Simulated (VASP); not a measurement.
# Rb (Fm-3m) in VASP: a series of runs

Rb is run at these levels: PBE; tasks: single point.

All numbers are computed with VASP 6.6.1; they aren't measurements. Logs are shortened: lines on timing, memory, paths and dates and some standing lists are left out, and cuts for length are marked.

## (1) The cell of the first run

Symmetry: Fm-3m, No. 225, cubic system. Conventional cell: a = 7.280 Å, b = 7.280 Å, c = 7.280 Å, α = 90.00°, β = 90.00°, γ = 90.00°.

## (2) Single point, PBE

File INCAR:

```
SYSTEM = Rb
ALGO = Normal ; EDIFF = 1E-6
ENCUT = 500 ; GGA = PE
GGA_COMPAT = .FALSE. ; ISIF = 2
ISMEAR = 0 ; LASPH = .TRUE.
LCHARG = .FALSE. ; LREAL = .FALSE.
LWAVE = .FALSE. ; NBANDS = 10
NELM = 120 ; PREC = Accurate
SIGMA = 0.1
```

File KPOINTS:

```
k-points
0
G
  2 2 2
  0 0 0
```

File POSCAR:

```
Rb
1.0
    0.0000000000      3.6398846700      3.6398846700
    3.6398846700      0.0000000000      3.6398846700
    3.6398846700      3.6398846700      0.0000000000
Rb
1
Direct
    0.0000000000      0.0000000000      0.0000000000
```

Potentials or basis: VASP PAW PBE potentials, release 64 (Rb_sv).

Started as:

```console
cat potpaw_PBE.64/Rb_sv/POTCAR > POTCAR
mpirun -np 1 vasp_std > vasp.out
```

OUTCAR:

```text
SYSTEM = Rb
   EDIFF = 1E-6
   ENCUT = 500
   GGA = PE
   ISIF = 2
   ISMEAR = 0
   LASPH = .TRUE.
   LREAL = .FALSE.
   NELM = 120
   PREC = Accurate

 ion  position               nearest neighbor table
   1  0.000  0.000  0.000-

  LATTYP: Found a face centered cubic cell.
 ALAT       =     7.2797693400

  Lattice vectors:

 A1 = (   0.0000000000,   3.6398846700,   3.6398846700)
 A2 = (   3.6398846700,   0.0000000000,   3.6398846700)
 A3 = (   3.6398846700,   3.6398846700,   0.0000000000)

Analysis of symmetry for initial positions (statically):
=====================================================================
 Subroutine PRICEL returns:
 Original cell was already a primitive cell.

 Routine SETGRP: Setting up the symmetry group for a
 face centered cubic supercell.

 Subroutine GETGRP returns: Found 48 space group operations
 (whereof 48 operations were pure point group operations)
 out of a pool of 48 trial point group operations.

The static configuration has the point symmetry O_h .

Analysis of symmetry for dynamics (positions and initial velocities):
=====================================================================
 Subroutine PRICEL returns:
 Original cell was already a primitive cell.

 Routine SETGRP: Setting up the symmetry group for a
 face centered cubic supercell.

 Subroutine GETGRP returns: Found 48 space group operations
 (whereof 48 operations were pure point group operations)
 out of a pool of 48 trial point group operations.

The dynamic configuration has the point symmetry O_h .

 Subroutine INISYM returns: Found 48 space group operations
 (whereof 48 operations are pure point group operations),
 and found     1 'primitive' translations

----------------------------------------------------------------------------------------

                                     Primitive cell

  volume of cell :      96.4479

  direct lattice vectors                    reciprocal lattice vectors
     0.000000000  3.639884670  3.639884670    -0.137366990  0.137366990  0.137366990
     3.639884670  0.000000000  3.639884670     0.137366990 -0.137366990  0.137366990
     3.639884670  3.639884670  0.000000000     0.137366990  0.137366990 -0.137366990

  length of vectors
     5.147574266  5.147574266  5.147574266     0.237926605  0.237926605  0.237926605

  position of ions in fractional coordinates (direct lattice)
     0.000000000  0.000000000  0.000000000

  ion indices of the primitive-cell ions
   primitive index   ion index
                 1           1

----------------------------------------------------------------------------------------

 KPOINTS: k-points

Automatic generation of k-mesh.
 Grid dimensions read from file:
 generate k-points for:    2    2    2

 Generating k-lattice:

  Cartesian coordinates                     Fractional coordinates (reciprocal lattice)
    -0.068683495  0.068683495  0.068683495     0.500000000  0.000000000  0.000000000
     0.068683495 -0.068683495  0.068683495     0.000000000  0.500000000  0.000000000
     0.068683495  0.068683495 -0.068683495     0.000000000  0.000000000  0.500000000

  Length of vectors
     0.118963303  0.118963303  0.118963303

  Shift w.r.t. Gamma in fractional coordinates (k-lattice)
     0.000000000  0.000000000  0.000000000

 Subroutine IBZKPT returns following result:
 ===========================================

 Found      3 irreducible k-points:

 Following reciprocal coordinates:
            Coordinates               Weight
  0.000000  0.000000  0.000000      1.000000
  0.500000  0.000000  0.000000      4.000000
  0.500000  0.500000  0.000000      3.000000
   k-points           NKPTS =      3   k-points in BZ     NKDIM =      3   number of bands    NBANDS=     10
   number of dos      NEDOS =    301   number of ions     NIONS =      1
   total plane-waves  NPLWV =  64000
   dimension x,y,z NGX =    40 NGY =   40 NGZ =   40
   dimension x,y,z NGXF=    80 NGYF=   80 NGZF=   80
   ions per type =               1
   NGX,Y,Z   is equivalent  to a cutoff of  12.92, 12.92, 12.92 a.u.
   NGXF,Y,Z  is equivalent  to a cutoff of  25.84, 25.84, 25.84 a.u.
 SYSTEM =  Rb
   PREC   = accura    normal or accurate (medium, high low for compatibility)
   ISTART =      0    job   : 0-new  1-cont  2-samecut
   ICHARG =      2    charge: 1-file 2-atom 10-const
   ISPIN  =      1    spin polarized calculation?
   LNONCOLLINEAR =      F non collinear calculations
   LSORBIT =      F    spin-orbit coupling
   LASPH  =      T    aspherical Exc in radial PAW
   ENCUT  =  500.0 eV  36.75 Ry    6.06 a.u.   9.39  9.39  9.39*2*pi/ulx,y,z
   NELM   =    120;   NELMIN=  2; NELMDL= -5     # of ELM steps
   EDIFF  = 0.1E-05   stopping-criterion for ELM
   LREAL  =      F    real-space projection
   EDIFFG = 0.1E-04   stopping-criterion for IOM
   NSW    =      0    number of steps for IOM
   IBRION =     -1    ionic relax: 0-MD 1-quasi-New 2-CG
   NFREE  =      0    steps in history (QN), initial steepest desc. (CG)
   ISIF   =      2    stress and relaxation
   ISYM   =      2    0-nonsym 1-usesym 2-fastsym
   POTIM  = 0.5000    time-step for ionic-motion
   TEBEG  =    0.0;   TEEND  =   0.0 temperature during run
   PSTRESS=    0.0 pullay stress
   NELECT =       9.0000    total number of electrons
   NUPDOWN=      -1.0000    fix difference up-down
   EMIN   =  10.00;   EMAX   =-10.00  energy-range for DOS
   EFERMI =   0.00;   METHOD = LEGACY
   ISMEAR =     0;   SIGMA  =   0.10  broadening in eV -4-tet -1-fermi 0-gaus
   EFERMI_NEDOS =   21; number of points for ismear=-14 and -15
   IALGO  =     38    algorithm
   IMIX   =      4    mixing-type and parameters
     AMIX     =   0.40;   BMIX     =  1.00
     AMIX_MAG =   1.60;   BMIX_MAG =  1.00
  volume/ion in A,a.u.               =      96.45       650.86
  Fermi-wavevector in a.u.,A,eV,Ry     =   0.742548  1.403213  7.501953  0.551378
  Thomas-Fermi vector in A             =   1.837453
   LORBIT       =      0    0 simple, 1 ext, 2 COOP (PROOUT), +10 PAW based schemes
   GGA     = PE    functional components
   LHFCALC =     F    Hartree Fock is set to
   AEXX    =    0.0000 exact exchange contribution
   IVDW    =     0    specifies the selected vdW correction
   LEPSILON=     F    determine dielectric tensor
   LRPA    =     F    only Hartree local field effects (RPA)
 non-spin polarized calculation
 Gauss-broadening in eV      SIGMA  =   0.10
  energy-cutoff  :      500.00
  volume of cell :       96.45
 maximum number of plane-waves:      2452
 NGX is ok and might be reduce to    40
   NGX = 19   NGY = 19   NGZ = 19

 number of electron       9.0000000 magnetization

 Free energy of the ion-electron system (eV)
  ---------------------------------------------------
  ext. energy  EPLUGINS =         0.00000000
  ---------------------------------------------------
  free energy    TOTEN  =        -0.62973619 eV

  energy without entropy =       -0.60726599  energy(sigma->0) =       -0.61850109

 E-fermi :   0.0941     XC(G=0):  -5.2461

 val. band max:        0.0464353501   @ k =   0.5000   0.0000   0.0000
 cond. band min:       0.6378053856   @ k =   0.5000   0.0000   0.0000
 fundamental gap:      0.5913700355
 Fermi energy:         0.0941289777

 k-point     1 :       0.0000    0.0000    0.0000
  band No.  band energies     occupation
      1     -28.9420      2.00000
      2     -12.9916      2.00000
      3     -12.9916      2.00000
      4     -12.9916      2.00000
      5      -1.9396      2.00000
      6       3.4516      0.00000
      7       3.4516      0.00000
      8       3.4516      0.00000
      9       4.7610      0.00000
     10       4.7610      0.00000

 k-point     2 :       0.5000    0.0000    0.0000
  band No.  band energies     occupation
      1     -28.9391      2.00000
      2     -13.0694      2.00000
      3     -13.0025      2.00000
      4     -13.0025      2.00000
      5       0.0464      1.50000
      6       0.6378      0.00000
      7       3.2878      0.00000
      8       3.2878      0.00000
      9       5.2622      0.00000
     10       5.6299      0.00000

 k-point     3 :       0.5000    0.5000    0.0000
  band No.  band energies     occupation
      1     -28.9382      2.00000
      2     -13.0652      2.00000
      3     -13.0203      2.00000
      4     -13.0203      2.00000
      5       0.6987      0.00000
      6       1.2386      0.00000
      7       1.7249      0.00000
      8       4.2480      0.00000
      9       4.2480      0.00000
     10       4.5873      0.00000

------------------------ aborting loop because EDIFF is reached ----------------------------------------

  FORCE on cell =-STRESS in cart. coord.  units (eV):
  Direction    XX          YY          ZZ          XY          YZ          ZX
  --------------------------------------------------------------------------------------
  -------------------------------------------------------------------------------------
  Total       -0.0942839     -0.0942839     -0.0942839      0.0000000     -0.0000000      0.0000000
  in kB       -1.5662289     -1.5662289     -1.5662289      0.0000000     -0.0000000      0.0000000
  external PRESSURE =      -1.5662289 kB  Pullay stress =       0.0000000 kB

 VOLUME and BASIS-vectors are now :
 -----------------------------------------------------------------------------
  energy-cutoff  :      500.00
  volume of cell :       96.45
      direct lattice vectors                 reciprocal lattice vectors
     0.000000000  3.639884670  3.639884670    -0.137366990  0.137366990  0.137366990
     3.639884670  0.000000000  3.639884670     0.137366990 -0.137366990  0.137366990
     3.639884670  3.639884670  0.000000000     0.137366990  0.137366990 -0.137366990

 POSITION                                       TOTAL-FORCE (eV/Angst)
 -----------------------------------------------------------------------------------
      0.00000      0.00000      0.00000         0.000000      0.000000      0.000000
 -----------------------------------------------------------------------------------
    total drift:                               -0.000000     -0.000000     -0.000000

  FREE ENERGIE OF THE ION-ELECTRON SYSTEM (eV)
  ---------------------------------------------------
  free  energy   TOTEN  =        -0.6297361853 eV

  energy  without entropy=       -0.6072659884  energy(sigma->0) =       -0.61850109
```

Run time: 8.1 s. Hardware: 1 thread of Intel Xeon 8259CL, shared host; peak memory 0.22 GiB.

What came out:

- Free energy: -0.6297 eV
- Pressure: -0.2 GPa

Caveat: the k points lie up to 0.75 Å⁻¹ apart.

## (3) Single point, PBE

File INCAR:

```
ALGO     = Normal         # electronic algorithm
EDIFF    = 1E-6           # SCF threshold, eV
ENCUT    = 500            # plane-wave cutoff, eV
GGA      = PE             # functional
GGA_COMPAT= F            
ISIF     = 2              # what is computed and relaxed
ISMEAR   = 0              # smearing method
LASPH    = T              # aspherical terms in the spheres
LCHARG   = F              # write CHGCAR
LREAL    = F              # projectors in reciprocal space
LWAVE    = F              # write WAVECAR
NBANDS   = 10             # bands
NELM     = 120            # most SCF steps
PREC     = Accurate       # precision mode
SIGMA    = 0.1            # smearing width, eV
```

File KPOINTS:

```
k-points
0
Gamma
  2 2 2
```

POSCAR is that of step 2.

Potentials or basis: VASP PAW PBE potentials, release 64 (Rb_sv).

Started as:

```console
cat potpaw_PBE.64/Rb_sv/POTCAR > POTCAR
mpirun -np 1 vasp_std > vasp.out
```

Run time: 9.4 s. Hardware: 1 thread of Intel Xeon 8259CL, shared host; peak memory 0.22 GiB.

It converged, with:

```
Free energy : -0.6297 eV
Pressure    : -0.2 GPa
```

Levels at points of the mesh, in eV from the Fermi level:
| k point | band 1 | band 2 | band 3 | band 4 | band 5 | band 6 | band 7 | band 8 | band 9 | band 10 |
| --- | --- | --- | --- | --- | --- | --- | --- | --- | --- | --- |
| (0.00, 0.00, 0.00) | -29.04 | -13.09 | -13.09 | -13.09 | -2.03 | 3.36 | 3.36 | 3.36 | 4.67 | 4.67 |
| (0.50, 0.00, 0.00) | -29.03 | -13.16 | -13.10 | -13.10 | -0.05 | 0.54 | 3.19 | 3.19 | 5.17 | 5.54 |
| (0.50, 0.50, 0.00) | -29.03 | -13.16 | -13.11 | -13.11 | 0.60 | 1.14 | 1.63 | 4.15 | 4.15 | 4.49 |

Caveat: the k points lie up to 0.75 Å⁻¹ apart.
